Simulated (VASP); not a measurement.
## Pb: single point with revPBE

The system is Pb.

```
Pb
1.0
    -2.09496    2.09496    2.09496
     2.09496   -2.09496    2.09496
     2.09496    2.09496   -2.09496
Pb
1
Direct
  0.00000 0.00000 0.00000
```

This cell differs from its parent crystal: volume scaled by 1.12.

| Quantity | Value |
| --- | --- |
| Program | VASP 6.6.1 |
| Task | single point |
| Functional | revPBE |
| Potentials or basis | VASP PAW PBE potentials, release 64 (Pb_d) |
| Cutoff | 520 eV |
| k mesh | 12 × 12 × 12 |
| Occupations | fermi-dirac, width 0.1 eV |
| Spin | no spin polarisation |
| Dipole correction | no |
| Further INCAR settings | ALGO = Normal; EDIFF = 1e-06; NBANDS = 13 |

```yaml
Pressure: -3.0 GPa
Band_gap_on_the_k_mesh: zero (band 7 reaches 11.50 eV, above the bottom of band 8 at 3.83 eV)
```

Levels at points of the mesh, in eV from the Fermi level:
| k point | band 4 | band 5 | band 6 | band 7 | band 8 | band 9 | band 10 | band 11 |
| --- | --- | --- | --- | --- | --- | --- | --- | --- |
| (0.00, 0.00, 0.00) | -16.93 | -16.93 | -10.58 | 6.11 | 6.11 | 6.11 | 9.17 | 10.77 |
| (0.50, 0.00, 0.00) | -16.93 | -16.84 | -7.79 | -3.18 | 2.92 | 4.53 | 6.56 | 8.15 |
| (0.50, 0.50, 0.50) | -16.86 | -16.86 | -5.90 | -0.16 | -0.16 | -0.16 | 4.40 | 4.40 |

Wall time 38 s on 1 thread of Intel Xeon 8259CL (shared host), peak memory 0.17 GiB.

Caveat: the PAW data sets were made with another functional, which shifts forces and pressure a little; spin-orbit coupling is left out, which moves the levels of the heavy elements.
